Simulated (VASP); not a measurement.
Input of a VASP 6.6.1 run:

File INCAR:

```
ALGO = Normal
EDIFF = 1E-6
ENCUT = 520
GGA = PE
ISIF = 2
ISMEAR = 0
LASPH = T
LCHARG = F
LREAL = F
LWAVE = F
NBANDS = 27
NELM = 80
PREC = Accurate
SIGMA = 0.05
```

File KPOINTS:

```
k-points
0
Gamma
  8 8 8
```

POSCAR

```
KTaO3
1.0
    3.8368901657      0.0000000000      0.0000000000
    0.0000000000      4.2128112205      0.0000000000
    0.0000000000      0.0000000000      4.0248506931
K Ta O
1 1 3
Direct
    0.5000000000      0.5000000000      0.5000000000
    0.0000000000      0.0000000000      0.0000000000
    0.5000000000      0.0000000000      0.0000000000
    0.0000000000      0.5000000000      0.0000000000
    0.0000000000      0.0000000000      0.5000000000
```

Potentials or basis: VASP PAW PBE potentials, release 64 (K_sv, Ta_pv, O).

Launch:

```console
$ cat potpaw_PBE.64/K_sv/POTCAR potpaw_PBE.64/Ta_pv/POTCAR potpaw_PBE.64/O/POTCAR > POTCAR
$ mpirun -np 1 vasp_std > vasp.out
```

Question: Predict the band gap on the k mesh.

Answer: 1.97 eV (least direct gap 2.51 eV).

Question: What does it give for the pressure?

Answer: 3.4 GPa.

Stress tensor (GPa, compression positive):
```
 21.27   0.00   0.00
  0.00 -12.11   0.00
  0.00   0.00   0.92
```

Caveat: the cell differs from its parent crystal (normal strain along x -0.0467, normal strain along y +0.0467); the cell stands under pressure; spin-orbit coupling is left out, which moves the levels of the heavy elements. A k mesh can miss the band edges.
